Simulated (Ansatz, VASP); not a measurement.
**Two plane-wave programs on LiF**

```
F Li
1.0
     0.00000    2.00048    2.00048
     2.00048    0.00000    2.00048
     2.00048    2.00048    0.00000
F Li
1 1
Direct
  0.50000 0.50000 0.50000
  0.00000 0.00000 0.00000
```

Alike in both runs: task single point; functional PBE0; k mesh 8 × 8 × 8; occupations fermi-dirac, width 0.05 eV; no spin polarisation.

|  | VASP | Ansatz |
| --- | --- | --- |
| version | VASP 6.6.1 | Ansatz 0.2.0 |
| potentials or method | VASP PAW PBE potentials, release 64 (F, Li_sv) | Ansatz PAW |
| plane-wave cutoff (eV) | 520 | 420 |
| valence electrons in the cell | 10 | 10 |

|  | VASP | Ansatz | Ansatz less VASP |
| --- | --- | --- | --- |
| gap on the k mesh at the Fermi level (eV) | 12.35 | 12.35 | +0.005 |
| least direct gap on the mesh (eV) | 12.35 | 12.35 | +0.005 |

Noted on VASP's run: the cutoff is under 1.25 times that of the potentials, so the pressure is a little rough.
